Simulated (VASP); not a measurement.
Wanted: the native input for a VASP 6.6.1 run.

```yaml
Task: single point
Functional: PBE
Potentials_or_basis: VASP PAW PBE potentials, release 64 (Ti_sv, Sn_d)
Cutoff: 520 eV
k_mesh: 6 × 6 × 6
Occupations: gaussian, width 0.1 eV
Spin: no spin polarisation
Dipole_correction: no
Further_INCAR_settings: ALGO = Normal; EDIFF = 1e-06; NBANDS = 20
```

The structure of TiSn lies in POSCAR:

```
TiSn
1.0
    0.0000000000      2.7727163500      2.7727163500
    2.7727163500      0.0000000000      2.7727163500
    2.7727163500      2.7727163500      0.0000000000
Ti Sn
1 1
Direct
    0.5000000000      0.5000000000      0.5000000000
    0.0000000000      0.0000000000      0.0000000000
```

One way to write it, as run:

INCAR

```
PREC     = Accurate       # precision mode
ENCUT    = 520            # plane-wave cutoff, eV
EDIFF    = 1E-6           # SCF threshold, eV
ISMEAR   = 0              # smearing method
SIGMA    = 0.1            # smearing width, eV
LREAL    = F              # projectors in reciprocal space
LASPH    = T              # aspherical terms in the spheres
NELM     = 80             # most SCF steps
ALGO     = Normal         # electronic algorithm
ISIF     = 2              # what is computed and relaxed
LWAVE    = F              # write WAVECAR
LCHARG   = F              # write CHGCAR
GGA      = PE             # functional
NBANDS   = 20             # bands
```

KPOINTS

```
Automatic mesh
0
Gamma
  6 6 6
```

Potentials or basis: VASP PAW PBE potentials, release 64 (Ti_sv, Sn_d).

Launch:

```sh
$ cat potpaw_PBE.64/Ti_sv/POTCAR potpaw_PBE.64/Sn_d/POTCAR > POTCAR
$ mpirun -np 1 vasp_std > vasp.out
```

Results of the run:

| Property | Result |
| --- | --- |
| Pressure | 2.6 GPa |
| Band gap on the k mesh | zero (band 13 reaches 8.74 eV, above the bottom of band 14 at 8.43 eV) |

Caveat: spin-orbit coupling is left out, which moves the levels of the heavy elements.

It took 15 s on 1 thread of Intel Xeon 6975P-C, with other jobs on the host, peak memory 0.17 GiB.
